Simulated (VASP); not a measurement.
Write the native input for VASP 6.6.1 that does the following.

* Task: single point
* Functional: LDA
* Potentials or basis: VASP PAW LDA potentials, release 64 (Ni, O)
* Cutoff: 520 eV
* k mesh: 6 × 6 × 6
* Occupations: gaussian, width 0.05 eV
* Spin: collinear spin, antiferromagnetic start
* Starting moments: [2.0, -2.0, 0.0, 0.0] μB
* Hubbard terms: Ni d U = 4.2 eV
* Dipole correction: no
* Further INCAR settings: ALGO = Normal; EDIFF = 1e-06; NBANDS = 28

The structure of NiO lies in POSCAR:

```
NiO
1.0
    0.0000000000      2.0913095126      2.0913095126
    2.0913095126      0.0000000000      2.0913095126
    4.1826190252      4.1826190252      0.0000000000
Ni O
2 2
Direct
    0.0000000000      0.0000000000      0.0000000000
    0.0000000000      0.0000000000      0.5000000000
    0.5000000000      0.5000000000      0.2500000000
    0.5000000000      0.5000000000      0.7500000000
```

These files were run (other wordings do the same):

INCAR

```
SYSTEM = NiO
  ALGO = Normal
  EDIFF = 1E-6
  ENCUT = 520
  ISIF = 2
  ISMEAR = 0
  ISPIN = 2
  LASPH = .TRUE.
  LCHARG = .FALSE.
  LDAU = .TRUE.
  LDAUJ = 0 0
  LDAUL = 2 -1
  LDAUPRINT = 1
  LDAUTYPE = 2
  LDAUU = 4.2 0
  LMAXMIX = 4
  LORBIT = 11
  LREAL = .FALSE.
  LWAVE = .FALSE.
  MAGMOM = 2 -2 0 0
  NBANDS = 28
  NELM = 150
  PREC = Accurate
  SIGMA = 0.05
```

KPOINTS

```
k-points
0
G
  6 6 6
  0 0 0
```

Potentials or basis: VASP PAW LDA potentials, release 64 (Ni, O).

Launch:

```bash
$ cat potpaw_LDA.64/Ni/POTCAR potpaw_LDA.64/O/POTCAR > POTCAR
$ mpirun -np 1 vasp_std > vasp.out
```

Results of the run:

```
Pressure                                              : -18.4 GPa
Band gap on the k mesh                                : 2.33 eV
Net moment                                            : 0.00 μB per cell
Site moments                                          : Ni +1.58, -1.58; O +0.00 μB
Valence electrons inside the program's atomic spheres : Ni 9.04; O 4.96
```

Caveat: the k points lie up to 0.43 Å⁻¹ apart.

It took 51 s on 1 thread of AMD EPYC 9R45 96-Core Processor (Zen 5), with other jobs on the host, peak memory 0.16 GiB.
